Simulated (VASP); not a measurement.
# SiNi (P2_13) in VASP: a series of runs, part 2 of 2

VASP 6.6.1.

## (3) Relaxation of cell and atoms, RPBE+D3(BJ), collinear spin, ferromagnetic start

This run uses another cell than the first one, of 11.42 Å³/atom.

INCAR reads:

```
  PREC = Accurate
  ENCUT = 600
  EDIFF = 1E-7
  ISMEAR = -1
  SIGMA = 0.05
  LREAL = False
  LASPH = True
  NELM = 150
  ALGO = Fast
  ISIF = 3
  LWAVE = False
  LCHARG = False
  ISPIN = 2
  MAGMOM = 1 1 1 1 0 0 0 0
  LORBIT = 11
  LMAXMIX = 4
  GGA = RP
  IVDW = 12
  IBRION = 2
  NSW = 60
  EDIFFG = -0.01
```

KPOINTS reads:

```
Automatic mesh
0
Gamma
  6 6 6
```

POSCAR reads:

```
SiNi
1.0
    4.5036940000      0.0000000000      0.0000000000
    0.0000000000      4.5036940000      0.0000000000
    0.0000000000      0.0000000000      4.5036940000
Ni Si
4 4
Direct
    0.1495040000      0.1495040000      0.1495040000
    0.6495040000      0.3504960000      0.8504960000
    0.8504960000      0.6495040000      0.3504960000
    0.3504960000      0.8504960000      0.6495040000
    0.8468300000      0.8468300000      0.8468300000
    0.3468300000      0.6531700000      0.1531700000
    0.1531700000      0.3468300000      0.6531700000
    0.6531700000      0.1531700000      0.3468300000
```

Potentials or basis: VASP PAW PBE potentials, release 64 (Ni, Si).

Launch:

```sh
> cat potpaw_PBE.64/Ni/POTCAR potpaw_PBE.64/Si/POTCAR > POTCAR
> mpirun -np 1 vasp_std > vasp.out
```

OUTCAR:

```text
PREC = Accurate
   ENCUT = 600
   EDIFF = 1E-7
   ISMEAR = -1
   LREAL = False
   LASPH = True
   NELM = 150
   ISIF = 3
   ISPIN = 2
   LORBIT = 11
   GGA = RP
   IVDW = 12
   IBRION = 2
   NSW = 60
   EDIFFG = -0.01
 IVDW          = 12

 ion  position               nearest neighbor table
   1  0.150  0.150  0.150-   5 2.36   6 2.41   7 2.41   8 2.41   6 2.44   7 2.44   8 2.44   2 2.78
                             4 2.78   4 2.78   2 2.78   3 2.78   3 2.78
   2  0.650  0.350  0.850-   6 2.36   5 2.41   7 2.41   8 2.41   7 2.44   8 2.44   5 2.44   3 2.78
                             1 2.78   3 2.78   1 2.78   4 2.78   4 2.78
   3  0.850  0.650  0.350-   7 2.36   6 2.41   5 2.41   8 2.41   8 2.44   5 2.44   6 2.44   2 2.78
                             2 2.78   4 2.78   4 2.78   1 2.78   1 2.78
   4  0.350  0.850  0.650-   8 2.36   6 2.41   7 2.41   5 2.41   6 2.44   7 2.44   5 2.44   1 2.78
                             1 2.78   3 2.78   3 2.78   2 2.78   2 2.78
   5  0.847  0.847  0.847-   1 2.36   2 2.41   3 2.41   4 2.41   2 2.44   3 2.44   4 2.44   6 2.78
                             7 2.78   8 2.78   8 2.78   7 2.78   6 2.78
   6  0.347  0.653  0.153-   2 2.36   1 2.41   3 2.41   4 2.41   3 2.44   4 2.44   1 2.44   8 2.78
                             5 2.78   7 2.78   7 2.78   8 2.78   5 2.78
   7  0.153  0.347  0.653-   3 2.36   2 2.41   1 2.41   4 2.41   4 2.44   1 2.44   2 2.44   8 2.78
                             5 2.78   6 2.78   5 2.78   6 2.78   8 2.78
   8  0.653  0.153  0.347-   4 2.36   2 2.41   3 2.41   1 2.41   2 2.44   3 2.44   1 2.44   7 2.78
                             5 2.78   5 2.78   6 2.78   6 2.78   7 2.78

  LATTYP: Found a simple cubic cell.
 ALAT       =     4.5036940000

  Lattice vectors:

 A1 = (   4.5036940000,   0.0000000000,   0.0000000000)
 A2 = (   0.0000000000,   4.5036940000,   0.0000000000)
 A3 = (   0.0000000000,   0.0000000000,   4.5036940000)

Analysis of symmetry for initial positions (statically):
=====================================================================
 Subroutine PRICEL returns:
 Original cell was already a primitive cell.

 Routine SETGRP: Setting up the symmetry group for a
 simple cubic supercell.

 Subroutine GETGRP returns: Found 12 space group operations
 (whereof  3 operations were pure point group operations)
 out of a pool of 48 trial point group operations.

The static configuration has the point symmetry C_3 .
 The point group associated with its full space group is T   .

Analysis of symmetry for dynamics (positions and initial velocities):
=====================================================================
 Subroutine PRICEL returns:
 Original cell was already a primitive cell.

 Routine SETGRP: Setting up the symmetry group for a
 simple cubic supercell.

 Subroutine GETGRP returns: Found 12 space group operations
 (whereof  3 operations were pure point group operations)
 out of a pool of 48 trial point group operations.

The dynamic configuration has the point symmetry C_3 .
 The point group associated with its full space group is T   .

Analysis of structural, dynamic, and magnetic symmetry:
=====================================================================
 Subroutine PRICEL returns:
 Original cell was already a primitive cell.

 Routine SETGRP: Setting up the symmetry group for a
 simple cubic supercell.

 Subroutine GETGRP returns: Found 12 space group operations
 (whereof  3 operations were pure point group operations)
 out of a pool of 48 trial point group operations.

The overall configuration has the point symmetry C_3 .
 The point group associated with its full space group is T   .

 Subroutine INISYM returns: Found 12 space group operations
 (whereof  3 operations are pure point group operations),
[... 115 lines left out ...]
   POTIM  = 0.5000    time-step for ionic-motion
   TEBEG  =    0.0;   TEEND  =   0.0 temperature during run
   PSTRESS=    0.0 pullay stress
   NELECT =      56.0000    total number of electrons
   NUPDOWN=      -1.0000    fix difference up-down
   EMIN   =  10.00;   EMAX   =-10.00  energy-range for DOS
   EFERMI =   0.00;   METHOD = LEGACY
   ISMEAR =    -1;   SIGMA  =   0.05  broadening in eV -4-tet -1-fermi 0-gaus
   EFERMI_NEDOS =   21; number of points for ismear=-14 and -15
   IALGO  =     68    algorithm
   IMIX   =      4    mixing-type and parameters
     AMIX     =   0.40;   BMIX     =  1.00
     AMIX_MAG =   1.60;   BMIX_MAG =  1.00
  volume/ion in A,a.u.               =      11.42        77.06
  Fermi-wavevector in a.u.,A,eV,Ry     =   1.390706  2.628053 26.314523  1.934063
  Thomas-Fermi vector in A             =   2.514615
   LORBIT       =     11    0 simple, 1 ext, 2 COOP (PROOUT), +10 PAW based schemes
   GGA     = RP    functional components
   LHFCALC =     F    Hartree Fock is set to
   AEXX    =    0.0000 exact exchange contribution
   IVDW    =    12    specifies the selected vdW correction
   LEPSILON=     F    determine dielectric tensor
   LRPA    =     F    only Hartree local field effects (RPA)
 conjugate gradient relaxation of ions
 spin polarized calculation
 RMM-DIIS sequential band-by-band and
  energy-cutoff  :      600.00
  volume of cell :       91.35
 maximum number of plane-waves:      3112
   NGX = 17   NGY = 17   NGZ = 17

--------------------------------------- Ionic step        1  -------------------------------------------

 number of electron      55.9999997 magnetization       0.0000162

 number of electron      55.9999997 magnetization      -0.0000291

 Free energy of the ion-electron system (eV)
  ---------------------------------------------------
  ext. energy  EPLUGINS =         0.00000000
  ---------------------------------------------------
  free energy    TOTEN  =       -43.41218405 eV

  energy without entropy =      -43.38859650  energy(sigma->0) =      -43.40039028

------------------------ aborting loop because EDIFF is reached ----------------------------------------

 Edisp (eV)  -18.77077

 E6    (eV) :    -6.9656
[... 39 lines left out ...]
--------------------------------------- Ionic step        2  -------------------------------------------

 number of electron      56.0000006 magnetization      -0.0677420

------------------------ aborting loop EDIFF was not reached (unconverged)  ----------------------------

 Edisp (eV)  -25.06206

 E6    (eV) :    -9.4309

 E8    (eV) :   -15.6311
[... 81 lines left out ...]
  FREE ENERGIE OF THE ION-ELECTRON SYSTEM (eV)
  ---------------------------------------------------
  free  energy   TOTEN  =       -63.0482338556 eV

  energy  without entropy=      -63.0257179719  energy(sigma->0) =      -63.03697591

[... ionic steps 4 to 10 ...]

--------------------------------------- Ionic step       11  -------------------------------------------

 number of electron      56.0000031 magnetization      -0.0000000

 number of electron      56.0000031 magnetization       0.0000000
[... 97 lines left out ...]
 number of electron      56.0000032 magnetization       0.0000000

 number of electron      56.0000032 magnetization      -0.0000000

 Free energy of the ion-electron system (eV)
  ---------------------------------------------------
  ext. energy  EPLUGINS =         0.00000000
  ---------------------------------------------------
  free energy    TOTEN  =       -41.81336572 eV

  energy without entropy =      -41.79155065  energy(sigma->0) =      -41.80245818

 E-fermi :  14.5102     XC(G=0): -13.2220

 val. band max:       14.4744503360   @ k =   0.3333   0.0000   0.0000
 cond. band min:      14.5232152035   @ k =   0.5000   0.1667   0.0000
 fundamental gap:      0.0487648675
 Fermi energy:        14.5101836029

 spin component 1

 k-point     1 :       0.0000    0.0000    0.0000
  band No.  band energies     occupation
      1      -1.2219      1.00000
      2       4.6962      1.00000
      3       4.6962      1.00000
      4       4.6962      1.00000
      5       7.1937      1.00000
      6       7.1937      1.00000
[... 901 lines left out ...]
     34      19.3825      0.00000
     35      19.3825      0.00000
 Fermi energy:        14.5101836029

 spin component 2

 k-point     1 :       0.0000    0.0000    0.0000
  band No.  band energies     occupation
      1      -1.2219      1.00000
      2       4.6962      1.00000
      3       4.6962      1.00000
      4       4.6962      1.00000
      5       7.1937      1.00000
      6       7.1937      1.00000
[... 942 lines left out ...]
  FREE ENERGIE OF THE ION-ELECTRON SYSTEM (eV)
  ---------------------------------------------------
  free  energy   TOTEN  =       -63.3531037386 eV

  energy  without entropy=      -63.3312886622  energy(sigma->0) =      -63.34219620

 reached required accuracy - stopping structural energy minimisation

 total charge

# of ion       s       p       d       tot
------------------------------------------
    1        0.520   0.773   8.587   9.880
    2        0.520   0.773   8.587   9.880
    3        0.520   0.773   8.587   9.880
    4        0.520   0.773   8.587   9.880
    5        0.731   0.951   0.000   1.682
    6        0.731   0.951   0.000   1.682
    7        0.731   0.951   0.000   1.682
    8        0.731   0.951   0.000   1.682
--------------------------------------------------
tot          5.002   6.898  34.350  46.250

 magnetization (x)

# of ion       s       p       d       tot
------------------------------------------
    1       -0.000  -0.000   0.000  -0.000
    2       -0.000  -0.000   0.000  -0.000
    3       -0.000  -0.000   0.000  -0.000
    4       -0.000  -0.000   0.000  -0.000
    5        0.000  -0.000   0.000  -0.000
    6        0.000  -0.000   0.000  -0.000
    7        0.000  -0.000   0.000  -0.000
    8        0.000  -0.000   0.000  -0.000
--------------------------------------------------
tot         -0.000  -0.000   0.000  -0.000
```

Run time: 51 min. Hardware: 1 thread of Oxide Virtual Turin-like, shared host; peak memory 0.33 GiB.

What came out:

| Quantity | Value |
| --- | --- |
| Free energy | -63.3531 eV |
| Relaxed volume | 9.93 Å³/atom |
| Relaxed cell | a = 4.299 Å, b = 4.299 Å, c = 4.299 Å, α = 90.00°, β = 90.00°, γ = 90.00° |
| Space group after relaxing (to 0.1 Å) | P2_13 (No. 198) |
| Pressure after relaxing | 0.0 GPa |
| Band gap on the k mesh | zero (filled and empty bands overlap) |
| Net moment | 0.00 μB per cell |
| Valence electrons inside the program's atomic spheres | Ni 9.88; Si 1.68 |
| Dispersion energy per atom | -2.692 eV |

Final structure:
```
Ni Si
1.0
     4.29908    0.00000    0.00000
     0.00000    4.29908    0.00000
     0.00000    0.00000    4.29908
Ni Si
4 4
Direct
  0.15105 0.15105 0.15105
  0.65105 0.34895 0.84895
  0.84895 0.65105 0.34895
  0.34895 0.84895 0.65105
  0.84737 0.84737 0.84737
  0.34737 0.65263 0.15263
  0.15263 0.34737 0.65263
  0.65263 0.15263 0.34737
```

Caveat: the dispersion term is far too large for a dense solid, which distorts pressure and volume; the moments typed at the start vanished in this run; the PAW data sets were made with another functional, which shifts forces and pressure a little.

## (4) Relaxation of cell and atoms, PBEsol+D3(BJ), collinear spin, ferromagnetic start

This run uses another cell than the first one, of 11.42 Å³/atom.

INCAR reads:

```
ALGO = Normal
EDIFF = 1E-6
EDIFFG = -0.01
ENCUT = 600
GGA = PS
IBRION = 2
ISIF = 3
ISMEAR = -1
ISPIN = 2
IVDW = 12
LASPH = True
LCHARG = False
LMAXMIX = 4
LORBIT = 11
LREAL = False
LWAVE = False
MAGMOM = 1 1 1 1 0 0 0 0
NELM = 150
NSW = 60
PREC = Accurate
SIGMA = 0.05
```

KPOINTS reads:

```
k-points
0
Gamma
  6 6 6
```

POSCAR is that of step 3.

Launch:

```sh
> cat potpaw_PBE.64/Ni/POTCAR potpaw_PBE.64/Si/POTCAR > POTCAR
> mpirun -np 1 vasp_std > vasp.out
```

Wall time 5.9 min (1 thread of Oxide Virtual Turin-like, shared host); peak memory 0.31 GiB.

It converged, with:

```yaml
Free_energy: -55.2054 eV
Relaxed_volume: 10.81 Å³/atom
Relaxed_cell: a = 4.423 Å, b = 4.423 Å, c = 4.423 Å, α = 90.00°, β = 90.00°, γ = 90.00°
Space_group_after_relaxing_to_0.1_Å: P2_13 (No. 198)
Energy_gained_by_relaxing: 21.1 meV/atom
Ionic_steps: 3
Pressure_after_relaxing: 0.0 GPa
Largest_force_after_relaxing: 0.006 eV/Å
Band_gap_on_the_k_mesh: zero (filled and empty bands overlap)
Net_moment: 0.00 μB per cell
Valence_electrons_inside_the_program's_atomic_spheres: Ni 9.69; Si 1.61
Dispersion_energy_per_atom: -0.459 eV
```

Forces in eV/Å, atoms in the order of the input:
```
Ni   0.003  0.003  0.003
Ni   0.003 -0.003 -0.003
Ni  -0.003  0.003 -0.003
Ni  -0.003 -0.003  0.003
Si  -0.001 -0.001 -0.001
Si  -0.001  0.001  0.001
Si   0.001 -0.001  0.001
Si   0.001  0.001 -0.001
```

The path:
| step | energy change (eV) | largest force (eV/Å) | pressure (GPa) | volume (Å³) |
| --- | --- | --- | --- | --- |
| 1 | 0.0000 | 0.0358 | -10.48 | 91.35 |
| 2 | 0.0194 | 0.0620 | 13.69 | 81.82 |
| 3 | -0.1685 | 0.0058 | -0.04 | 86.51 |

Final structure:
```yaml
crystal:
  lattice:
    - [4.42271, 0.00000, 0.00000]
    - [0.00000, 4.42271, 0.00000]
    - [0.00000, 0.00000, 4.42271]
  atoms:
    - { symbol: Ni, position: [0.14940, 0.14940, 0.14940] }
    - { symbol: Ni, position: [0.64940, 0.35060, 0.85060] }
    - { symbol: Ni, position: [0.85060, 0.64940, 0.35060] }
    - { symbol: Ni, position: [0.35060, 0.85060, 0.64940] }
    - { symbol: Si, position: [0.84672, 0.84672, 0.84672] }
    - { symbol: Si, position: [0.34672, 0.65328, 0.15328] }
    - { symbol: Si, position: [0.15328, 0.34672, 0.65328] }
    - { symbol: Si, position: [0.65328, 0.15328, 0.34672] }
```

Levels at points of the mesh, in eV from the Fermi level:
Spin up:
```csv
k point,band 25,band 26,band 27,band 28,band 29,band 30,band 31,band 32
"(0.00, 0.00, 0.00)",-1.75,-1.75,-1.75,1.11,1.11,1.11,1.40,1.40
"(0.50, 0.00, 0.00)",-2.16,-2.16,-0.69,-0.69,-0.18,-0.18,2.87,2.87
"(0.50, 0.50, 0.00)",-1.67,-1.67,-1.05,-1.05,0.40,0.40,0.90,0.90
"(0.50, 0.50, 0.50)",-1.93,-1.93,-1.93,-1.93,4.44,4.44,4.44,4.44
```
Spin down:
```
           k point  band 25  band 26  band 27  band 28  band 29  band 30  band 31  band 32
(0.00, 0.00, 0.00)    -1.75    -1.75    -1.75     1.11     1.11     1.11     1.40     1.40
(0.50, 0.00, 0.00)    -2.16    -2.16    -0.69    -0.69    -0.18    -0.18     2.87     2.87
(0.50, 0.50, 0.00)    -1.67    -1.67    -1.05    -1.05     0.40     0.40     0.90     0.90
(0.50, 0.50, 0.50)    -1.93    -1.93    -1.93    -1.93     4.44     4.44     4.44     4.44
```

Caveat: the moments typed at the start vanished in this run; the PAW data sets were made with another functional, which shifts forces and pressure a little.

## (5) Summary

| task | level | cell | cutoff (eV) | gap on the mesh (eV) | pressure (GPa) | moment (μB) | relaxed volume (Å³/atom) |
| --- | --- | --- | --- | --- | --- | --- | --- |
| single point | revPBE+D3(BJ) | a = 4.429 Å, 8 atoms, atomic positions A | 520 | none | -0.2 | 0.00 | - |
| relaxation of cell and atoms | RPBE+D3(BJ) | relaxed from a = 4.504 Å, 8 atoms, atomic positions B | 600 | none | 0.0 | 0.00 | 9.93 |
| relaxation of cell and atoms | PBEsol+D3(BJ) | relaxed from a = 4.504 Å, 8 atoms, atomic positions B | 600 | none | 0.0 | 0.00 | 10.81 |

Alike in all rows: potentials or basis VASP PAW PBE potentials, release 64 (Ni, Si); spin collinear, ferromagnetic start; k mesh 6 × 6 × 6; smearing fermi-dirac 0.05 eV.

Caveats: the moments typed at the start vanished in this run; the PAW data sets were made with another functional, which shifts forces and pressure a little; the dispersion term is far too large for a dense solid, which distorts pressure and volume (at least some runs).

Total energies depend on the potentials used, so only differences within one code and one set of settings carry meaning.

The gap in the log of VASP goes by the Fermi energy; the results here count the filled bands.